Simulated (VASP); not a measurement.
# Be (I4/mmm) in VASP: notebook

Runs on Be. Level: PBEsol. Tasks: single point.

All numbers are computed with VASP 6.6.1; they aren't measurements. Logs are shortened: lines on timing, memory, paths and dates and some standing lists are left out, and cuts for length are marked.

## Step 1: The cell of the first run

Symmetry: I4/mmm, No. 139, tetragonal system. The conventional cell has a = 2.469 Å, b = 2.469 Å, c = 2.544 Å, α = 90.00°, β = 90.00°, γ = 90.00°. Within 2.9 Å of Be (site symmetry 4/mmm) lie 14 Be at 2.16 to 2.54 Å.

## Step 2: Single point, PBEsol (strain -0.015 along x and y, +0.015 along z)

INCAR reads:

```
SYSTEM = Be
PREC     = Accurate       ! precision mode
ENCUT    = 520            ! plane-wave cutoff, eV
EDIFF    = 1E-6           ! SCF threshold, eV
ISMEAR   = 0              ! smearing method
SIGMA    = 0.15           ! smearing width, eV
LREAL    = .False.        ! projectors in reciprocal space
LASPH    = .True.         ! aspherical terms in the spheres
NELM     = 80             ! most SCF steps
ALGO     = Normal         ! electronic algorithm
ISIF     = 2              ! what is computed and relaxed
LWAVE    = .False.        ! write WAVECAR
LCHARG   = .True.         ! write CHGCAR
GGA      = PS             ! functional
LELF     = .True.         ! ELF
LVHAR    = .True.       
NBANDS   = 7              ! bands
```

KPOINTS reads:

```
Automatic mesh
0
Gamma
  26 26 26
  0 0 0
```

POSCAR reads:

```
Be
1.0
   -1.2343241370      1.2343241370      1.2719177656
    1.2343241370     -1.2343241370      1.2719177656
    1.2343241370      1.2343241370     -1.2719177656
Be
1
Direct
    0.0000000000      0.0000000000      0.0000000000
```

Potentials or basis: VASP PAW PBE potentials, release 64 (Be).

On the command line:

```sh
> cat potpaw_PBE.64/Be/POTCAR > POTCAR
> mpirun -np 1 vasp_std > vasp.out
```

OUTCAR:

```text
SYSTEM = Be
   PREC = Accurate
   ENCUT = 520
   EDIFF = 1E-6
   ISMEAR = 0
   LREAL = .False.
   LASPH = .True.
   NELM = 80
   ISIF = 2
   GGA = PS

 ion  position               nearest neighbor table
   1  0.000  0.000  0.000-

  LATTYP: Found a body centered tetragonal cell.
 ALAT       =     2.4686482740
 C/A-ratio  =     1.0304568528

  Lattice vectors:

 A1 = (  -1.2343241370,   1.2343241370,   1.2719177656)
 A2 = (   1.2343241370,  -1.2343241370,   1.2719177656)
 A3 = (   1.2343241370,   1.2343241370,  -1.2719177656)

Analysis of symmetry for initial positions (statically):
=====================================================================
 Subroutine PRICEL returns:
 Original cell was already a primitive cell.

 Routine SETGRP: Setting up the symmetry group for a
 body centered tetragonal supercell.

 Subroutine GETGRP returns: Found 16 space group operations
 (whereof 16 operations were pure point group operations)
 out of a pool of 16 trial point group operations.

The static configuration has the point symmetry D_4h.

Analysis of symmetry for dynamics (positions and initial velocities):
=====================================================================
 Subroutine PRICEL returns:
 Original cell was already a primitive cell.

 Routine SETGRP: Setting up the symmetry group for a
 body centered tetragonal supercell.

 Subroutine GETGRP returns: Found 16 space group operations
 (whereof 16 operations were pure point group operations)
 out of a pool of 16 trial point group operations.

The dynamic configuration has the point symmetry D_4h.

 Subroutine INISYM returns: Found 16 space group operations
 (whereof 16 operations are pure point group operations),
 and found     1 'primitive' translations

----------------------------------------------------------------------------------------

                                     Primitive cell

  volume of cell :       7.7514

  direct lattice vectors                    reciprocal lattice vectors
    -1.234324137  1.234324137  1.271917766     0.000000000  0.405079983  0.393107175
     1.234324137 -1.234324137  1.271917766     0.405079983  0.000000000  0.393107175
     1.234324137  1.234324137 -1.271917766     0.405079983  0.405079983  0.000000000

  length of vectors
     2.159834936  2.159834936  2.159834936     0.564467044  0.564467044  0.572869605

  position of ions in fractional coordinates (direct lattice)
     0.000000000  0.000000000  0.000000000

  ion indices of the primitive-cell ions
   primitive index   ion index
                 1           1

----------------------------------------------------------------------------------------

 KPOINTS: Automatic mesh

Automatic generation of k-mesh.
 Grid dimensions read from file:
 generate k-points for:   26   26   26

 Generating k-lattice:

  Cartesian coordinates                     Fractional coordinates (reciprocal lattice)
     0.000000000  0.015579999  0.015119507     0.038461538  0.000000000  0.000000000
     0.015579999  0.000000000  0.015119507     0.000000000  0.038461538  0.000000000
     0.015579999  0.015579999  0.000000000     0.000000000  0.000000000  0.038461538

  Length of vectors
     0.021710271  0.021710271  0.022033446

  Shift w.r.t. Gamma in fractional coordinates (k-lattice)
     0.000000000  0.000000000  0.000000000

 Subroutine IBZKPT returns following result:
 ===========================================

 Found   1330 irreducible k-points:

 Following reciprocal coordinates:
            Coordinates               Weight
  0.000000  0.000000  0.000000      1.000000
  0.038462  0.000000 -0.000000      8.000000
  0.076923  0.000000 -0.000000      8.000000
  0.115385  0.000000  0.000000      8.000000
  0.153846  0.000000 -0.000000      8.000000
  0.192308  0.000000  0.000000      8.000000
[... 16 lines left out ...]
  0.346154  0.038462 -0.000000     16.000000
  0.384615  0.038462  0.000000     16.000000
 [... further k-points ...]
   k-points           NKPTS =   1330   k-points in BZ     NKDIM =   1330   number of bands    NBANDS=      7
   number of dos      NEDOS =    301   number of ions     NIONS =      1
   total plane-waves  NPLWV =   4096
   dimension x,y,z NGX =    16 NGY =   16 NGZ =   16
   dimension x,y,z NGXF=    32 NGYF=   32 NGZF=   32
   ions per type =               1
   NGX,Y,Z   is equivalent  to a cutoff of  12.32, 12.32, 12.32 a.u.
   NGXF,Y,Z  is equivalent  to a cutoff of  24.63, 24.63, 24.63 a.u.
 SYSTEM =  Be
   PREC   = accura    normal or accurate (medium, high low for compatibility)
   ISTART =      0    job   : 0-new  1-cont  2-samecut
   ICHARG =      2    charge: 1-file 2-atom 10-const
   ISPIN  =      1    spin polarized calculation?
   LNONCOLLINEAR =      F non collinear calculations
   LSORBIT =      F    spin-orbit coupling
   LASPH  =      T    aspherical Exc in radial PAW
   ENCUT  =  520.0 eV  38.22 Ry    6.18 a.u.   4.02  4.02  4.02*2*pi/ulx,y,z
   NELM   =     80;   NELMIN=  2; NELMDL= -5     # of ELM steps
   EDIFF  = 0.1E-05   stopping-criterion for ELM
   LREAL  =      F    real-space projection
   EDIFFG = 0.1E-04   stopping-criterion for IOM
   NSW    =      0    number of steps for IOM
   IBRION =     -1    ionic relax: 0-MD 1-quasi-New 2-CG
   NFREE  =      0    steps in history (QN), initial steepest desc. (CG)
   ISIF   =      2    stress and relaxation
   ISYM   =      2    0-nonsym 1-usesym 2-fastsym
   POTIM  = 0.5000    time-step for ionic-motion
   TEBEG  =    0.0;   TEEND  =   0.0 temperature during run
   PSTRESS=    0.0 pullay stress
   NELECT =       2.0000    total number of electrons
   NUPDOWN=      -1.0000    fix difference up-down
   EMIN   =  10.00;   EMAX   =-10.00  energy-range for DOS
   EFERMI =   0.00;   METHOD = LEGACY
   ISMEAR =     0;   SIGMA  =   0.15  broadening in eV -4-tet -1-fermi 0-gaus
   EFERMI_NEDOS =   21; number of points for ismear=-14 and -15
   IALGO  =     38    algorithm
   IMIX   =      4    mixing-type and parameters
     AMIX     =   0.40;   BMIX     =  1.00
     AMIX_MAG =   1.60;   BMIX_MAG =  1.00
  volume/ion in A,a.u.               =       7.75        52.31
  Fermi-wavevector in a.u.,A,eV,Ry     =   1.042219  1.969508 14.778928  1.086221
  Thomas-Fermi vector in A             =   2.176875
   LORBIT       =      0    0 simple, 1 ext, 2 COOP (PROOUT), +10 PAW based schemes
   GGA     = PS    functional components
   LHFCALC =     F    Hartree Fock is set to
   AEXX    =    0.0000 exact exchange contribution
   IVDW    =     0    specifies the selected vdW correction
   LEPSILON=     F    determine dielectric tensor
   LRPA    =     F    only Hartree local field effects (RPA)
 non-spin polarized calculation
 Gauss-broadening in eV      SIGMA  =   0.15
  energy-cutoff  :      520.00
  volume of cell :        7.75
 maximum number of plane-waves:       236
   NGX =  7   NGY =  7   NGZ =  7

 number of electron       2.0000000 magnetization

 Free energy of the ion-electron system (eV)
  ---------------------------------------------------
  ext. energy  EPLUGINS =         0.00000000
  ---------------------------------------------------
  free energy    TOTEN  =        -3.90008680 eV

  energy without entropy =       -3.89899198  energy(sigma->0) =       -3.89953939

 E-fermi :   8.0279     XC(G=0): -10.6785

 val. band max:        8.0101549401   @ k =   0.2692   0.2692   0.1538
 cond. band min:       8.0373646375   @ k =  -0.2692  -0.3846   0.0385
 fundamental gap:      0.0272096974
 Fermi energy:         8.0278939108

 k-point     1 :       0.0000    0.0000    0.0000
  band No.  band energies     occupation
      1      -4.2740      2.00000
      2      27.4861      0.00000
      3      27.6995      0.00000
      4      27.6995      0.00000
      5      38.6315      0.00000
      6      38.6315      0.00000
      7      39.9657      0.00000

 k-point     2 :       0.0385    0.0000   -0.0000
  band No.  band energies     occupation
      1      -4.2224      2.00000
      2      27.2742      0.00000
      3      27.4872      0.00000
      4      27.5753      0.00000
      5      38.0345      0.00000
      6      38.3550      0.00000
      7      39.8448      0.00000

 k-point     3 :       0.0769    0.0000   -0.0000
  band No.  band energies     occupation
      1      -4.0677      2.00000
      2      26.4504      0.00000
      3      26.9196      0.00000
      4      27.3860      0.00000
      5      36.5710      0.00000
      6      37.2328      0.00000
      7      40.0482      0.00000

 k-point     4 :       0.1154    0.0000    0.0000
  band No.  band energies     occupation
      1      -3.8097      2.00000
      2      25.0623      0.00000
      3      26.1396      0.00000
      4      27.1225      0.00000
      5      35.3396      0.00000
      6      35.9063      0.00000
      7      39.4819      0.00000

 k-point     5 :       0.1538    0.0000   -0.0000
  band No.  band energies     occupation
      1      -3.4485      2.00000
      2      23.2632      0.00000
      3      25.2735      0.00000
      4      26.7775      0.00000
      5      34.5480      0.00000
      6      34.6333      0.00000
      7      39.1444      0.00000

 k-point     6 :       0.1923    0.0000    0.0000
  band No.  band energies     occupation
      1      -2.9844      2.00000
      2      21.2360      0.00000
      3      24.4046      0.00000
      4      26.3704      0.00000
      5      33.4685      0.00000
      6      34.1094      0.00000
      7      39.0943      0.00000

 k-point     7 :       0.2308    0.0000   -0.0000
  band No.  band energies     occupation
      1      -2.4186      2.00000
      2      19.1281      0.00000
      3      23.5832      0.00000
      4      25.9297      0.00000
      5      32.4292      0.00000
      6      33.9189      0.00000
      7      39.3090      0.00000
[... 121 lines left out ...]
 k-point    20 :       0.2308    0.0385    0.0000
  band No.  band energies     occupation
      1      -2.0679      2.00000
      2      18.1233      0.00000
      3      22.9385      0.00000
      4      25.4005      0.00000
      5      32.4217      0.00000
      6      33.9043      0.00000
      7      39.7669      0.00000

 k-point    21 :       0.2692    0.0385    0.0000
  band No.  band energies     occupation
      1      -1.3563      2.00000
      2      16.0610      0.00000
      3      22.2589      0.00000
      4      24.9206      0.00000
      5      31.6567      0.00000
      6      33.9891      0.00000
      7      40.2972      0.00000

 k-point    22 :       0.3077    0.0385   -0.0000
  band No.  band energies     occupation
      1      -0.5558      2.00000
      2      14.0963      0.00000
      3      21.6812      0.00000
      4      24.4844      0.00000
      5      31.0081      0.00000
      6      34.1642      0.00000
      7      41.0069      0.00000

 k-point    23 :       0.3462    0.0385   -0.0000
  band No.  band energies     occupation
      1       0.3159      2.00000
      2      12.2721      0.00000
      3      21.2137      0.00000
      4      24.1132      0.00000
      5      30.4816      0.00000
      6      34.3855      0.00000
      7      41.8520      0.00000

 k-point    24 :       0.3846    0.0385    0.0000
  band No.  band energies     occupation
      1       1.2200      2.00000
      2      10.6425      0.00000
      3      20.8618      0.00000
      4      23.8220      0.00000
      5      30.0812      0.00000
      6      34.6075      0.00000
      7      42.7567      0.00000

 [... further k-points ...]

------------------------ aborting loop because EDIFF is reached ----------------------------------------

  FORCE on cell =-STRESS in cart. coord.  units (eV):
  Direction    XX          YY          ZZ          XY          YZ          ZX
  --------------------------------------------------------------------------------------
  -------------------------------------------------------------------------------------
  Total        0.0729371      0.0729371     -0.0996639      0.0000000     -0.0000000      0.0000000
  in kB       15.0758489     15.0758489    -20.6001865      0.0000000     -0.0000000      0.0000000
  external PRESSURE =       3.1838371 kB  Pullay stress =       0.0000000 kB

 VOLUME and BASIS-vectors are now :
 -----------------------------------------------------------------------------
  energy-cutoff  :      520.00
  volume of cell :        7.75
      direct lattice vectors                 reciprocal lattice vectors
    -1.234324137  1.234324137  1.271917766     0.000000000  0.405079983  0.393107175
     1.234324137 -1.234324137  1.271917766     0.405079983  0.000000000  0.393107175
     1.234324137  1.234324137 -1.271917766     0.405079983  0.405079983  0.000000000

 POSITION                                       TOTAL-FORCE (eV/Angst)
 -----------------------------------------------------------------------------------
      0.00000      0.00000      0.00000         0.000000     -0.000000      0.000000
 -----------------------------------------------------------------------------------
    total drift:                                0.000000     -0.000000      0.000000

  FREE ENERGIE OF THE ION-ELECTRON SYSTEM (eV)
  ---------------------------------------------------
  free  energy   TOTEN  =        -3.9000868024 eV

  energy  without entropy=       -3.8989919787  energy(sigma->0) =       -3.89953939
```

Wall time 9.3 s (1 thread of Intel Xeon 6975P-C (Granite Rapids), shared host); peak memory 0.16 GiB.

What came out:

- Free energy: -3.9001 eV
- Pressure: 0.3 GPa
- Band gap on the k mesh: zero (bands 1 and 2 overlap by 4.53 eV)

Stress tensor (GPa, compression positive):
```
 1.51  0.00  0.00
 0.00  1.51  0.00
 0.00  0.00 -2.06
```

Levels at points of the mesh, in eV from the Fermi level:
```tsv
k point	band 1	band 2	band 3	band 4	band 5	band 6
(0.00, 0.00, 0.00)	-12.30	19.46	19.67	19.67	30.60	30.60
(0.50, 0.00, 0.00)	-5.35	0.33	12.64	15.96	20.97	26.77
(0.50, 0.50, 0.00)	-5.12	0.71	11.95	14.99	19.88	26.17
(0.50, 0.50, 0.50)	3.24	4.41	4.41	9.48	10.28	18.79
```

Caveat: the cell differs from its parent crystal (strain -0.015 along x and y, +0.015 along z); the PAW data sets were made with another functional, which shifts forces and pressure a little.

## Step 3: Single point, PBEsol (strain -0.015 along x and y, +0.030 along z)

INCAR reads:

```
PREC = Accurate
ENCUT = 520
EDIFF = 1E-6
ISMEAR = 0
SIGMA = 0.15
LREAL = F
LASPH = T
NELM = 80
ALGO = Normal
ISIF = 2
LWAVE = F
LCHARG = F
GGA = PS
NBANDS = 7
```

KPOINTS reads:

```
Automatic mesh
0
Gamma
  26 26 26
```

POSCAR reads:

```
Be
1.0
   -1.2343241370      1.2343241370      1.2907145798
    1.2343241370     -1.2343241370      1.2907145798
    1.2343241370      1.2343241370     -1.2907145798
Be
1
Direct
    0.0000000000      0.0000000000      0.0000000000
```

Potentials or basis: VASP PAW PBE potentials, release 64 (Be).

On the command line:

```sh
> cat potpaw_PBE.64/Be/POTCAR > POTCAR
> mpirun -np 1 vasp_std > vasp.out
```

It took 8.9 s on 1 thread of Intel Xeon 6975P-C (Granite Rapids), shared host; peak memory 0.17 GiB.

The run converged. Its results:

```
Free energy            : -3.8981 eV
Pressure               : -1.4 GPa
Band gap on the k mesh : zero (bands 1 and 2 overlap by 4.17 eV)
```

Stress tensor (GPa, compression positive):
```
-0.55  0.00  0.00
 0.00 -0.55  0.00
 0.00  0.00 -3.18
```

Levels at points of the mesh, in eV from the Fermi level:
```
           k point  band 1  band 2  band 3  band 4  band 5  band 6
(0.00, 0.00, 0.00)  -12.20   19.18   19.46   19.46   30.14   30.14
(0.50, 0.00, 0.00)   -5.32    0.24   12.63   15.94   20.98   26.58
(0.50, 0.50, 0.00)   -4.97    0.80   11.62   14.53   19.38   25.68
(0.50, 0.50, 0.50)    2.85    4.57    4.57    9.20   10.40   18.54
```

Caveat: the cell differs from its parent crystal (strain -0.015 along x and y, +0.030 along z); the PAW data sets were made with another functional, which shifts forces and pressure a little.

## Step 4: Single point, PBEsol (strain +0.015 along x and y, -0.030 along z)

INCAR reads:

```
ALGO     = Normal         # electronic algorithm
EDIFF    = 1E-7           # SCF threshold, eV
ENCUT    = 520            # plane-wave cutoff, eV
GGA      = PS             # functional
ISIF     = 2              # what is computed and relaxed
ISMEAR   = 0              # smearing method
LASPH    = T              # aspherical terms in the spheres
LCHARG   = F              # write CHGCAR
LREAL    = F              # projectors in reciprocal space
LWAVE    = F              # write WAVECAR
NBANDS   = 7              # bands
NELM     = 80             # most SCF steps
PREC     = Accurate       # precision mode
SIGMA    = 0.15           # smearing width, eV
```

KPOINTS reads:

```
k-points
0
Gamma
  26 26 26
```

POSCAR reads:

```
Be
1.0
   -1.2719177656      1.2719177656      1.2155273228
    1.2719177656     -1.2719177656      1.2155273228
    1.2719177656      1.2719177656     -1.2155273228
Be
1
Direct
    0.0000000000      0.0000000000      0.0000000000
```

On the command line:

```sh
> cat potpaw_PBE.64/Be/POTCAR > POTCAR
> mpirun -np 1 vasp_std > vasp.out
```

Wall time 37 s (1 thread of Intel Xeon 8259CL, shared host); peak memory 0.17 GiB.

It converged, with:

- Free energy: -3.8984 eV
- Pressure: -1.3 GPa
- Band gap on the k mesh: zero (bands 1 and 2 overlap by 4.70 eV)

Stress tensor (GPa, compression positive):
```
-2.36  0.00  0.00
 0.00 -2.36  0.00
 0.00  0.00  0.86
```

Levels at points of the mesh, in eV from the Fermi level:
| k point | band 1 | band 2 | band 3 | band 4 |
| --- | --- | --- | --- | --- |
| (0.00, 0.00, 0.00) | -12.23 | 19.18 | 19.18 | 19.65 |
| (0.50, 0.00, 0.00) | -5.11 | 0.60 | 11.91 | 14.96 |
| (0.50, 0.50, 0.00) | -5.47 | 0.01 | 12.97 | 16.42 |
| (0.50, 0.50, 0.50) | 3.37 | 3.37 | 5.17 | 9.26 |

Caveat: the cell differs from its parent crystal (strain +0.015 along x and y, -0.030 along z); the PAW data sets were made with another functional, which shifts forces and pressure a little.

## Step 5: Summary

| cell | gap on the mesh (eV) | pressure (GPa) |
| --- | --- | --- |
| a = 2.160 Å, angles 110.3, 110.3, 107.8°, 1 atom | none | 0.3 |
| a = 2.171 Å, angles 110.7, 110.7, 107.0°, 1 atom | none | -1.4 |
| a = 2.171 Å, angles 108.3, 108.3, 111.9°, 1 atom | none | -1.3 |

Alike in all rows: task single point; level PBEsol; potentials or basis VASP PAW PBE potentials, release 64 (Be); no spin polarisation; k mesh 26 × 26 × 26; cutoff (eV) 520; smearing gaussian 0.15 eV.

Caveats: the PAW data sets were made with another functional, which shifts forces and pressure a little.

Total energies depend on the potentials used, so only differences within one code and one set of settings carry meaning.

The gap in the log of VASP goes by the Fermi energy; the results here count the filled bands.